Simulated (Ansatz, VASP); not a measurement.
## SnO in VASP and in Ansatz

Contents of POSCAR:

```
SnO
1.0
   -2.6924444220      2.6925337010      0.0000000000
   -2.6924444220     -2.6925337010      0.0000000000
    0.0000000000      0.0000000000     11.3755476785
Sn O
4 4
Direct
    0.0000739708      0.9999260292      0.5853595688
    0.9999260292      0.0000739708      0.1512904603
    0.4999260292      0.5000739708      0.8177254175
    0.5000739708      0.4999260292      0.3836563091
    0.9999014542      0.5000985458      0.0504388304
    0.0000985458      0.4999014542      0.4845079389
    0.4999014542      0.0000985458      0.0504388304
    0.5000985458      0.9999014542      0.4845079389
```

Contents of INCAR.step1:

```
SYSTEM = SnO
ALGO     = Normal         ! electronic algorithm
EDIFF    = 1E-4           ! SCF threshold, eV
ENCUT    = 520            ! plane-wave cutoff, eV
GGA      = PE             ! functional
ISMEAR   = 0              ! smearing method
KPAR     = 4            
LASPH    = .TRUE.         ! aspherical terms in the spheres
LCHARG   = .FALSE.        ! write CHGCAR
LREAL    = .FALSE.        ! projectors in reciprocal space
LWAVE    = .TRUE.         ! write WAVECAR
NBANDS   = 50             ! bands
NELM     = 80             ! most SCF steps
PREC     = Accurate       ! precision mode
SIGMA    = 0.03           ! smearing width, eV
```

Contents of INCAR.step2:

```
SYSTEM = SnO
ALGO     = Normal         ! electronic algorithm
EDIFF    = 1E-6           ! SCF threshold, eV
ENCUT    = 520            ! plane-wave cutoff, eV
ISIF     = 2              ! what is computed and relaxed
ISMEAR   = 0              ! smearing method
ISTART   = 1            
KPAR     = 4            
LASPH    = .TRUE.         ! aspherical terms in the spheres
LCHARG   = .FALSE.        ! write CHGCAR
LMIXTAU  = .TRUE.       
LREAL    = .FALSE.        ! projectors in reciprocal space
LWAVE    = .FALSE.        ! write WAVECAR
METAGGA  = R2SCAN         ! meta-GGA
NBANDS   = 50             ! bands
NELM     = 80             ! most SCF steps
PREC     = Accurate       ! precision mode
SIGMA    = 0.03           ! smearing width, eV
```

The input KPOINTS:

```
k-points
0
G
  9 9 4
  0 0 0
```

Input for Ansatz:

```yaml
crystal:
  lattice:
    - [-2.692444422, 2.692533701, 0.0]
    - [-2.692444422, -2.692533701, 0.0]
    - [0.0, 0.0, 11.3755476785]
  atoms:
    - { symbol: Sn, position: [7.39708e-05, 0.9999260292, 0.5853595688] }
    - { symbol: Sn, position: [0.9999260292, 7.39708e-05, 0.1512904603] }
    - { symbol: Sn, position: [0.4999260292, 0.5000739708, 0.8177254175] }
    - { symbol: Sn, position: [0.5000739708, 0.4999260292, 0.3836563091] }
    - { symbol: O, position: [0.9999014542, 0.5000985458, 0.0504388304] }
    - { symbol: O, position: [9.85458e-05, 0.4999014542, 0.4845079389] }
    - { symbol: O, position: [0.4999014542, 9.85458e-05, 0.0504388304] }
    - { symbol: O, position: [0.5000985458, 0.9999014542, 0.4845079389] }
basis:
  ecutwfc: 500
kpoints:
  mp_grid: { grid: [9, 9, 4] }
hamiltonian:
  xc: r2scan
scf:
  occupations: { method: gaussian, width: 0.03 }
output:
  forces: true
  stress: true
  eigenvalues: true
```

Alike in both runs: task single point; functional r2SCAN; k mesh 9 × 9 × 4; occupations gaussian, width 0.03 eV; no spin polarisation.

|  | VASP | Ansatz |
| --- | --- | --- |
| version | VASP 6.6.1 | Ansatz 0.2.0 |
| potentials or method | VASP PAW PBE potentials, release 64 (Sn_d, O), cutoff 520 eV | scalar-relativistic, plane waves, PAW |
| valence electrons in the cell | 80 | 80 |

```tsv
	VASP	Ansatz	Ansatz less VASP
gap on the k mesh at the Fermi level (eV)	none	none	-
pressure (GPa)	-6.7	-7.0	-0.34
traceless stress, the component that is largest in VASP (GPa)	-3.54	-3.48	+0.056
rms of the force components (eV/Å)	0.923	0.938	+0.0153
```

VASP's potentials were made for PBE, not for r2SCAN. Atom by atom the forces differ by 0.049 eV/Å (rms over components). A gap of «none» marks a metal or a gap that the smearing closes. The functional is the same, so the differences come from potentials, cutoffs and numerics.
